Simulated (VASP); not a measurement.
**KF: single point with PBEsol**

The system is KF.

```xyz
2
Lattice="3.3678 0.6371 0.6371 0.6371 3.3678 0.6371 0.6371 0.6371 3.3678" Properties=species:S:1:pos:R:3 pbc="T T T"
K     0.0000    0.0000    0.0000
F     2.3210    2.3210    2.3210
```

This cell differs from its parent crystal: ratio of the length along [111] to the lengths across it x 1.7, volume and fractional coordinates fixed.

```yaml
Program: VASP 6.6.1
Task: single point
Functional: PBEsol
Potentials_or_basis: VASP PAW PBE potentials, release 64 (K_sv, F)
Cutoff: 520 eV
k_mesh: 8 × 8 × 8
Occupations: gaussian, width 0.05 eV
Spin: no spin polarisation
```

```
Pressure               : 2.5 GPa
Band gap on the k mesh : 6.37 eV
```

Stress tensor (GPa, compression positive):
```
2.53 0.80 0.80
0.80 2.53 0.80
0.80 0.80 2.53
```

Levels at points of the mesh, in eV from the valence-band top:
```tsv
k point	band 5	band 6	band 7	band 8	band 9	band 10	band 11	band 12
(0.00, 0.00, 0.00)	-9.10	-0.11	-0.11	0.00	6.37	10.03	10.03	12.11
(0.50, 0.00, 0.00)	-9.13	-1.05	-0.56	-0.31	9.07	10.92	11.40	13.15
(0.50, 0.50, 0.00)	-9.31	-0.32	-0.19	-0.06	8.02	10.41	12.41	13.65
(0.50, 0.50, 0.50)	-9.31	-1.05	-0.74	-0.74	9.43	11.63	12.44	12.44
```

It took 56 s on 1 thread of Intel Xeon 8259CL, on a shared host, peak memory 0.17 GiB.

Caveat: the PAW data sets were made with another functional, which shifts forces and pressure a little. A k mesh can miss the band edges.
